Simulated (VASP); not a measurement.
Sm3BRh, 5 atoms in the cell. It takes space group P-6m2 (No. 187, hexagonal). Conventional cell: a = 4.202 Å, b = 4.202 Å, c = 7.645 Å, α = 90.00°, β = 90.00°, γ = 120.00°. Within 3.2 Å of Sm (site symmetry -6m2) lie 3 B at 2.43 Å. Sm (site symmetry 3m) has 1 B at 2.44 Å and 1 Sm at 2.76 Å and 3 Rh at 2.79 Å within 3.2 Å. B (site symmetry -6m2) has 5 Sm at 2.43 to 2.44 Å within 3.2 Å. Within 3.7 Å of Rh (site symmetry -6m2) lie 6 Sm at 2.79 Å. The cell was generated, and may not be a known phase.

- Program: VASP 6.6.1
- Task: single point
- Functional: PBE
- Potentials or basis: VASP PAW PBE potentials, release 64 (Sm_3, B, Rh_pv), 4f in core
- Cutoff: 500 eV
- k mesh: 6 × 6 × 2
- Occupations: gaussian, width 0.1 eV
- Spin: no spin polarisation
- Dipole correction: no
- Further INCAR settings: ALGO = Normal; EDIFF = 1e-06; NBANDS = 34

Potentials or basis: VASP PAW PBE potentials, release 64 (Sm_3, B, Rh_pv), 4f in core.

The run is started by

```sh
$ cat potpaw_PBE.64/Sm_3/POTCAR potpaw_PBE.64/B/POTCAR potpaw_PBE.64/Rh_pv/POTCAR > POTCAR
$ mpirun -np 1 vasp_std > vasp.out
```

Hardware: 1 thread of Intel(R) Xeon(R) 6975P-C (Granite Rapids), on a shared host.

Question: How long does it take, and how much memory?

Answer: Wall time 27 s on 1 thread of Intel(R) Xeon(R) 6975P-C (Granite Rapids), on a shared host, peak memory 0.25 GiB. Counts: scf iterations 15, k points 14.
